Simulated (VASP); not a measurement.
Runs of VASP 6.6.1 on SrO. The structure is that of space group Fm-3m (No. 225), or close to it. The cells are those of the table. 

```csv
task,level,potentials or basis,cell,gap on the mesh (eV),pressure (GPa)
single point,PBE,"VASP PAW PBE potentials, release 64 (Sr_sv, O)","a = 3.673 Å, angles 60.0°, 2 atoms",3.28,0.5
single point,PBEsol,"VASP PAW PBE potentials, release 64 (Sr_sv, O)","a = 3.623 Å, angles 60.0°, 2 atoms",3.15,0.6
single point,r2SCAN,"VASP PAW PBE potentials, release 64 (Sr_sv, O)","a = 3.674 Å, angles 60.0°, 2 atoms",3.76,-1.4
relaxation of the atoms,r2SCAN,"VASP PAW PBE potentials, release 64 (Sr_sv, O)","atoms relaxed from a = 3.625 Å, angles 60.0°, 2 atoms",3.74,2.5
single point,r2SCAN,"VASP PAW PBE potentials, release 64 (Sr_sv, O)","a = 3.625 Å, angles 60.0°, 2 atoms",3.74,2.5
single point,r2SCAN,"VASP PAW PBE potentials, release 64 (Sr_sv, O)","a = 3.600 Å, angles 60.0°, 2 atoms",3.72,(d)
single point,r2SCAN,"VASP PAW PBE potentials, release 64 (Sr_sv, O)","a = 3.575 Å, angles 60.0°, 2 atoms",3.71,(b)
relaxation of the atoms,r2SCAN,"VASP PAW PBE potentials, release 64 (Sr_sv, O)","atoms relaxed from a = 3.649 Å, angles 60.0°, 2 atoms",3.75,0.5
single point,r2SCAN,"VASP PAW PBE potentials, release 64 (Sr_sv, O)","a = 3.721 Å, angles 60.0°, 2 atoms",3.77,(c)
single point,LDA,"VASP PAW LDA potentials, release 64 (Sr_sv, O)","a = 3.581 Å, angles 60.0°, 2 atoms",3.06,(a)
single point,r2SCAN,"VASP PAW PBE potentials, release 64 (Sr_sv, O)","a = 3.649 Å, angles 60.0°, 2 atoms",3.75,0.5
relaxation of the atoms,r2SCAN,"VASP PAW PBE potentials, release 64 (Sr_sv, O)","atoms relaxed from a = 3.674 Å, angles 60.0°, 2 atoms",3.76,-1.4
```

Alike in all rows: no spin polarisation; k mesh 10 × 10 × 10; cutoff (eV) 520; smearing fermi-dirac 0.02 eV.

Problem. Fill in the values left out.

Solution. (a) 0.8; (b) 7.3; (c) -4.4; (d) 4.7.

Caveats: the PAW data sets were made with another functional, which shifts forces and pressure a little (at least some runs); the relaxation stopped at its first step, so nothing moved (at least some runs); the cell stands under pressure (at least some runs); the cell stands under tension (at least some runs).

A k mesh can miss the band edges, and the runs leave out spin-orbit coupling on Sr.
